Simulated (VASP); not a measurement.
# Al2As4Ir in VASP: further runs

Al2As4Ir is run at these levels: PBE; tasks: single point.

All numbers are computed with VASP 6.6.1; they aren't measurements. Logs are shortened: lines on timing, memory, paths and dates and some standing lists are left out, and cuts for length are marked.

### 1 The cell of the first run

The cell holds a disordered packing, 14 atoms: a = 7.601 Å, b = 6.623 Å, c = 6.363 Å, α = 79.93°, β = 82.75°, γ = 79.39°.

### 2 Single point, PBE

Input file INCAR:

```
  PREC = Accurate
  ENCUT = 520
  EDIFF = 1E-6
  ISMEAR = 1
  SIGMA = 0.15
  LREAL = F
  LASPH = T
  NELM = 100
  ALGO = Normal
  ISIF = 2
  LWAVE = F
  LCHARG = T
  GGA = PE
  LELF = T
  LVHAR = T
  NBANDS = 48
```

Input file KPOINTS:

```
Automatic mesh
0
Gamma
  2 3 3
```

Input file POSCAR:

```
Al2As4Ir
1.0
    7.5406600000      0.8320200000     -0.4766460000
    0.4843840000      6.5997680000     -0.2666420000
    1.0551440000      1.2870830000      6.1411170000
Ir Al As
2 4 8
Direct
    0.7778341503      0.2501333978      0.5596795511
    0.6614419671      0.3676137953      0.0163729083
    0.8068357017      0.9591091266      0.2457182929
    0.2200978354      0.7609086337      0.1689912361
    0.0313597473      0.1168792480      0.9105746421
    0.6767879641      0.8554853187      0.7585122694
    0.9264442224      0.6317543867      0.0384415711
    0.2426295745      0.3583996540      0.6531068886
    0.5403119692      0.7068645572      0.3658517364
    0.4697836540      0.1337811994      0.3830791998
    0.1141840896      0.9427648038      0.5462822289
    0.2322910406      0.3445719599      0.0901233362
    0.3821913222      0.6799435211      0.7891353422
    0.9537596443      0.6188753803      0.5058205028
```

Potentials or basis: VASP PAW PBE potentials, release 64 (Ir, Al, As).

Started as:

```
$ cat potpaw_PBE.64/Ir/POTCAR potpaw_PBE.64/Al/POTCAR potpaw_PBE.64/As/POTCAR > POTCAR
$ mpirun -np 1 vasp_std > vasp.out
```

OUTCAR:

```text
PREC = Accurate
   ENCUT = 520
   EDIFF = 1E-6
   ISMEAR = 1
   LREAL = F
   LASPH = T
   NELM = 100
   ISIF = 2
   GGA = PE

 ion  position               nearest neighbor table
   1  0.778  0.250  0.560-   6 2.89  14 2.94  11 2.96   3 2.97  10 3.00   5 3.04   2 3.12
   2  0.661  0.368  0.016-   7 2.93   3 2.93  10 2.95  13 3.00   5 3.05   1 3.12   6 3.37
   3  0.807  0.959  0.246-   7 2.69  14 2.70  10 2.71   5 2.74   9 2.81   2 2.93   1 2.97   4 3.19
                             6 3.28
   4  0.220  0.761  0.169-  13 2.67   7 2.80   9 2.81  11 2.83  12 2.87   5 2.88  14 2.91   3 3.19

   5  0.031  0.117  0.911-   8 2.68  11 2.72   3 2.74  12 2.79   4 2.88   1 3.04   2 3.05
   6  0.677  0.855  0.759-  13 2.68   7 2.80  14 2.88   1 2.89   3 3.28   2 3.37
   7  0.926  0.632  0.038-   3 2.69  12 2.73   4 2.80   6 2.80   2 2.93
   8  0.243  0.358  0.653-   5 2.68  14 2.69  10 2.71  12 2.76  13 2.85
   9  0.540  0.707  0.366-  13 2.80  10 2.80   3 2.81   4 2.81
  10  0.470  0.134  0.383-   8 2.71   3 2.71  12 2.77   9 2.80   2 2.95   1 3.00
  11  0.114  0.943  0.546-  14 2.72   5 2.72   4 2.83  13 2.85   1 2.96
  12  0.232  0.345  0.090-   7 2.73   8 2.76  10 2.77   5 2.79   4 2.87
  13  0.382  0.680  0.789-   4 2.67   6 2.68   9 2.80  11 2.85   8 2.85   2 3.00
  14  0.954  0.619  0.506-   8 2.69   3 2.70  11 2.72   6 2.88   4 2.91   1 2.94

  LATTYP: Found a triclinic cell.
 ALAT       =     6.6228893596
 B/A-ratio  =     1.3764434322
 C/A-ratio  =     0.9607050541
 COS(alpha) =     0.0218585715
 COS(beta)  =     0.1748510863
 COS(gamma) =     0.5729549710

  Lattice vectors:

 A1 = (   0.4843840000,   6.5997680000,  -0.2666420000)
 A2 = (  -7.0562760000,   5.7677480000,   0.2100040000)
 A3 = (   1.0551440000,   1.2870830000,   6.1411170000)

Analysis of symmetry for initial positions (statically):
=====================================================================
 Subroutine PRICEL returns:
 Original cell was already a primitive cell.

 Routine SETGRP: Setting up the symmetry group for a
 triclinic supercell.

 Subroutine GETGRP returns: Found  1 space group operations
 (whereof  1 operations were pure point group operations)
 out of a pool of  2 trial point group operations.

The static configuration has the point symmetry C_1 .

Analysis of symmetry for dynamics (positions and initial velocities):
=====================================================================
 Subroutine PRICEL returns:
 Original cell was already a primitive cell.

 Routine SETGRP: Setting up the symmetry group for a
 triclinic supercell.

 Subroutine GETGRP returns: Found  1 space group operations
 (whereof  1 operations were pure point group operations)
 out of a pool of  2 trial point group operations.

The dynamic configuration has the point symmetry C_1 .

 Subroutine INISYM returns: Found  1 space group operations
 (whereof  1 operations are pure point group operations),
 and found     1 'primitive' translations

----------------------------------------------------------------------------------------

                                     Primitive cell

  volume of cell :     308.5234

  direct lattice vectors                    reciprocal lattice vectors
     7.540660000  0.832020000 -0.476646000     0.132479848 -0.010553508 -0.020550345
     0.484384000  6.599768000 -0.266642000    -0.018549693  0.151725931 -0.028612265
     1.055144000  1.287083000  6.141117000     0.009477081  0.005768693  0.159999480

  length of vectors
     7.601381580  6.622889360  6.362643281     0.134479007  0.155510485  0.160383685

  position of ions in fractional coordinates (direct lattice)
     0.777834150  0.250133398  0.559679551
     0.661441967  0.367613795  0.016372908
     0.806835702  0.959109127  0.245718293
     0.220097835  0.760908634  0.168991236
     0.031359747  0.116879248  0.910574642
     0.676787964  0.855485319  0.758512269
     0.926444222  0.631754387  0.038441571
     0.242629575  0.358399654  0.653106889
     0.540311969  0.706864557  0.365851736
     0.469783654  0.133781199  0.383079200
     0.114184090  0.942764804  0.546282229
     0.232291041  0.344571960  0.090123336
     0.382191322  0.679943521  0.789135342
[... 31 lines left out ...]
    -0.006183231  0.050575310 -0.009537422    -0.000000000  0.333333333 -0.000000000
     0.003159027  0.001922898  0.053333160     0.000000000  0.000000000  0.333333333

  Length of vectors
     0.067239503  0.051836828  0.053461228

  Shift w.r.t. Gamma in fractional coordinates (k-lattice)
     0.000000000  0.000000000  0.000000000

 Subroutine IBZKPT returns following result:
 ===========================================

 Found     10 irreducible k-points:

 Following reciprocal coordinates:
            Coordinates               Weight
  0.000000  0.000000  0.000000      1.000000
  0.500000 -0.000000  0.000000      1.000000
 -0.000000  0.333333  0.000000      2.000000
  0.500000  0.333333  0.000000      2.000000
  0.000000 -0.000000  0.333333      2.000000
  0.500000 -0.000000  0.333333      2.000000
 -0.000000  0.333333  0.333333      2.000000
  0.500000  0.333333  0.333333      2.000000
 -0.000000 -0.333333  0.333333      2.000000
  0.500000 -0.333333  0.333333      2.000000
   k-points           NKPTS =     10   k-points in BZ     NKDIM =     10   number of bands    NBANDS=     48
   number of dos      NEDOS =    301   number of ions     NIONS =     14
   total plane-waves  NPLWV = 144000
   dimension x,y,z NGX =    60 NGY =   50 NGZ =   48
   dimension x,y,z NGXF=   120 NGYF=  100 NGZF=   96
   ions per type =               2   4   8
   NGX,Y,Z   is equivalent  to a cutoff of  13.12, 12.55, 12.54 a.u.
   NGXF,Y,Z  is equivalent  to a cutoff of  26.24, 25.10, 25.08 a.u.
 SYSTEM =  unknown system
   PREC   = accura    normal or accurate (medium, high low for compatibility)
   ISTART =      0    job   : 0-new  1-cont  2-samecut
   ICHARG =      2    charge: 1-file 2-atom 10-const
   ISPIN  =      1    spin polarized calculation?
   LNONCOLLINEAR =      F non collinear calculations
   LSORBIT =      F    spin-orbit coupling
   LASPH  =      T    aspherical Exc in radial PAW
   ENCUT  =  520.0 eV  38.22 Ry    6.18 a.u.  14.13 12.31 11.83*2*pi/ulx,y,z
   NELM   =    100;   NELMIN=  2; NELMDL= -5     # of ELM steps
   EDIFF  = 0.1E-05   stopping-criterion for ELM
   LREAL  =      F    real-space projection
   EDIFFG = 0.1E-04   stopping-criterion for IOM
   NSW    =      0    number of steps for IOM
   IBRION =     -1    ionic relax: 0-MD 1-quasi-New 2-CG
   NFREE  =      0    steps in history (QN), initial steepest desc. (CG)
   ISIF   =      2    stress and relaxation
   ISYM   =      2    0-nonsym 1-usesym 2-fastsym
   POTIM  = 0.5000    time-step for ionic-motion
   TEBEG  =    0.0;   TEEND  =   0.0 temperature during run
   PSTRESS=    0.0 pullay stress
   NELECT =      70.0000    total number of electrons
   NUPDOWN=      -1.0000    fix difference up-down
   EMIN   =  10.00;   EMAX   =-10.00  energy-range for DOS
   EFERMI =   0.00;   METHOD = LEGACY
   ISMEAR =     1;   SIGMA  =   0.15  broadening in eV -4-tet -1-fermi 0-gaus
   EFERMI_NEDOS =   21; number of points for ismear=-14 and -15
   IALGO  =     38    algorithm
   IMIX   =      4    mixing-type and parameters
     AMIX     =   0.40;   BMIX     =  1.00
     AMIX_MAG =   1.60;   BMIX_MAG =  1.00
  volume/ion in A,a.u.               =      22.04       148.72
  Fermi-wavevector in a.u.,A,eV,Ry     =   0.998492  1.886877 13.564834  0.996987
  Thomas-Fermi vector in A             =   2.130720
   LORBIT       =      0    0 simple, 1 ext, 2 COOP (PROOUT), +10 PAW based schemes
   GGA     = PE    functional components
   LHFCALC =     F    Hartree Fock is set to
   AEXX    =    0.0000 exact exchange contribution
   IVDW    =     0    specifies the selected vdW correction
   LEPSILON=     F    determine dielectric tensor
   LRPA    =     F    only Hartree local field effects (RPA)
 non-spin polarized calculation
 Methfessel and Paxton  Order N= 1 SIGMA  =   0.15
  energy-cutoff  :      520.00
  volume of cell :      308.52
 maximum number of plane-waves:      8333
 NGX is ok and might be reduce to    60
   NGX = 29   NGY = 25   NGZ = 23

 number of electron      70.0000002 magnetization

 Free energy of the ion-electron system (eV)
  ---------------------------------------------------
  ext. energy  EPLUGINS =         0.00000000
  ---------------------------------------------------
  free energy    TOTEN  =       -63.46584806 eV

  energy without entropy =      -63.45017306  energy(sigma->0) =      -63.46062306

 E-fermi :   4.7936     XC(G=0):  -9.8908

 val. band max:        4.7880522415   @ k =   0.5000   0.3333   0.3333
 cond. band min:       4.8086765381   @ k =   0.5000  -0.0000   0.0000
 fundamental gap:      0.0206242966
 Fermi energy:         4.7935712360

 k-point     1 :       0.0000    0.0000    0.0000
  band No.  band energies     occupation
      1      -8.6432      2.00000
      2      -6.8455      2.00000
      3      -6.5990      2.00000
      4      -6.2209      2.00000
      5      -6.1237      2.00000
      6      -5.3564      2.00000
[... 489 lines left out ...]
     46       7.2070     -0.00000
     47       7.6063     -0.00000
 [bands above 47 left out]

------------------------ aborting loop because EDIFF is reached ----------------------------------------

  FORCE on cell =-STRESS in cart. coord.  units (eV):
  Direction    XX          YY          ZZ          XY          YZ          ZX
  --------------------------------------------------------------------------------------
  -------------------------------------------------------------------------------------
  Total      -16.1527241    -22.6719433    -15.1886776     -0.9942680      0.3405726     -3.3464580
  in kB      -83.8818885   -117.7365134    -78.8755475     -5.1632823      1.7686100    -17.3783206
  external PRESSURE =     -93.4979832 kB  Pullay stress =       0.0000000 kB

 VOLUME and BASIS-vectors are now :
 -----------------------------------------------------------------------------
  energy-cutoff  :      520.00
  volume of cell :      308.52
      direct lattice vectors                 reciprocal lattice vectors
     7.540660000  0.832020000 -0.476646000     0.132479848 -0.010553508 -0.020550345
     0.484384000  6.599768000 -0.266642000    -0.018549693  0.151725931 -0.028612265
     1.055144000  1.287083000  6.141117000     0.009477081  0.005768693  0.159999480

 POSITION                                       TOTAL-FORCE (eV/Angst)
 -----------------------------------------------------------------------------------
      6.57709      3.01835      2.99961        -0.144885     -1.243529      0.525610
      5.18305      2.99757     -0.31275         0.959341     -0.685734      0.213642
      6.80792      7.31746      0.86867        -0.348451      1.177420      0.017207
      2.20656      5.42245      0.73000         0.286023      0.223064      0.301430
      1.25387      1.96945      5.54583        -1.140877      0.447640     -0.419440
      6.31815      7.18537      4.10742         0.603612      0.472312     -0.320203
      7.33257      4.98973     -0.37396        -1.749084     -0.702049     -0.138970
      2.69231      3.40783      3.79959        -0.076842      0.234669      0.277644
      4.80273      5.58557      1.80072         0.068181     -0.488639     -0.304428
      4.01148      1.76685      2.09294         0.880607      0.809427     -0.552345
      1.89409      7.02014      3.04898        -1.036848      0.820851      0.093443
      2.01363      2.58336      0.35086         0.633566      0.115201     -0.124182
      4.04398      5.82114      4.48270         1.251032     -0.339490     -0.125193
      8.02546      5.52901      2.48668        -0.185373     -0.841141      0.555785
 -----------------------------------------------------------------------------------
    total drift:                                0.000595      0.000261      0.000090

  FREE ENERGIE OF THE ION-ELECTRON SYSTEM (eV)
  ---------------------------------------------------
  free  energy   TOTEN  =       -63.4658480628 eV

  energy  without entropy=      -63.4501730608  energy(sigma->0) =      -63.46062306
```

It took 2.9 min on 1 thread of AMD EPYC 7R13 (Zen 3), shared host; peak memory 0.4 GiB.

Results:

| Property | Result |
| --- | --- |
| Free energy | -63.4658 eV |
| Pressure | -9.3 GPa |
| Largest force | 1.890 eV/Å |
| Band gap on the k mesh | zero (bands 35 and 36 overlap by 0.11 eV) |

Forces in eV/Å, atoms in the order of the input:
```
Ir  -0.145 -1.244  0.526
Ir   0.959 -0.686  0.214
Al  -0.348  1.177  0.017
Al   0.286  0.223  0.301
Al  -1.141  0.448 -0.419
Al   0.604  0.472 -0.320
As  -1.749 -0.702 -0.139
As  -0.077  0.235  0.278
As   0.068 -0.489 -0.304
As   0.881  0.809 -0.552
As  -1.037  0.821  0.093
As   0.634  0.115 -0.124
As   1.251 -0.339 -0.125
As  -0.185 -0.841  0.556
```

Stress tensor (GPa, compression positive):
```
 -8.39  -0.52  -1.74
 -0.52 -11.77   0.18
 -1.74   0.18  -7.89
```

Levels at points of the mesh, in eV from the Fermi level:
| k point | band 31 | band 32 | band 33 | band 34 | band 35 | band 36 | band 37 | band 38 | band 39 | band 40 |
| --- | --- | --- | --- | --- | --- | --- | --- | --- | --- | --- |
| (0.00, 0.00, 0.00) | -0.78 | -0.44 | -0.31 | -0.07 | 0.10 | 0.32 | 0.58 | 0.88 | 1.02 | 1.28 |
| (0.50, 0.00, 0.00) | -0.67 | -0.66 | -0.38 | -0.10 | 0.02 | 0.13 | 0.30 | 0.46 | 1.26 | 1.31 |

Caveat: the k points lie up to 0.42 Å⁻¹ apart; spin-orbit coupling is left out, which moves the levels of the heavy elements.

### 3 Single point, PBE

Input file INCAR:

```
PREC = Accurate
ENCUT = 520
EDIFF = 1E-7
ISMEAR = 1
SIGMA = 0.15
LREAL = False
LASPH = True
NELM = 100
ALGO = Normal
ISIF = 2
LWAVE = False
LCHARG = True
GGA = PE
LELF = True
LVHAR = True
NBANDS = 48
```

Input file KPOINTS:

```
regular mesh
0
Gamma
  2 3 3
```

Input file POSCAR:

```
Al2As4Ir
1.0
    7.5406600000      0.8320200000     -0.4766460000
    0.4843840000      6.5997680000     -0.2666420000
    1.0551440000      1.2870830000      6.1411170000
Ir Al As
2 4 8
Direct
    0.7798440178      0.2477043812      0.5599893184
    0.6627777215      0.3650752802      0.0209477775
    0.8041216287      0.9625840864      0.2401329764
    0.2241225546      0.7477405078      0.1653977841
    0.0298729400      0.1194727472      0.9022461662
    0.6729034692      0.8670806104      0.7648271243
    0.9198681086      0.6326649117      0.0454607023
    0.2367856093      0.3573110649      0.6507229956
    0.5424960925      0.6980027006      0.3621402147
    0.4689156248      0.1300153630      0.3803683130
    0.1112283508      0.9432499105      0.5466719802
    0.2316084590      0.3505471259      0.0836577177
    0.3867401060      0.6924656401      0.7892241017
    0.9568323186      0.6238242265      0.5050934605
```

Potentials or basis: VASP PAW PBE potentials, release 64 (Ir, Al, As).

Started as:

```
$ cat potpaw_PBE.64/Ir/POTCAR potpaw_PBE.64/Al/POTCAR potpaw_PBE.64/As/POTCAR > POTCAR
$ mpirun -np 1 vasp_std > vasp.out
```

Wall time 3.3 min (1 thread of AMD EPYC 7R13 (Zen 3), shared host); peak memory 0.4 GiB.

The run converged. Its results:

- Free energy: -63.6515 eV
- Pressure: -9.3 GPa
- Largest force: 1.943 eV/Å
- Band gap on the k mesh: zero (bands 35 and 36 overlap by 0.17 eV)

Forces on the atoms (eV/Å):
```
Ir  -0.150 -1.342  0.488
Ir   0.885 -0.717  0.421
Al  -0.305  1.246 -0.004
Al   0.244  0.330  0.376
Al  -1.181  0.388 -0.229
Al   0.638  0.636 -0.359
As  -1.788 -0.722 -0.241
As   0.016  0.221  0.295
As  -0.010 -0.587 -0.315
As   0.804  0.838 -0.584
As  -0.995  0.799 -0.016
As   0.747  0.013 -0.094
As   1.265 -0.306 -0.298
As  -0.171 -0.796  0.561
```

Stress tensor (GPa, compression positive):
```
 -8.38  -0.19  -1.76
 -0.19 -11.62   0.28
 -1.76   0.28  -7.81
```

Levels at points of the mesh, in eV from the Fermi level:
```
           k point  band 32  band 33  band 34  band 35  band 36  band 37  band 38  band 39
(0.00, 0.00, 0.00)    -0.47    -0.28    -0.11     0.14     0.31     0.53     0.90     0.99
(0.50, 0.00, 0.00)    -0.67    -0.39    -0.10     0.02     0.10     0.30     0.45     1.18
```

Caveat: the k points lie up to 0.42 Å⁻¹ apart; spin-orbit coupling is left out, which moves the levels of the heavy elements.

(Continued in part 2 of 2.)

The gap in the log of VASP goes by the Fermi energy; the results here count the filled bands.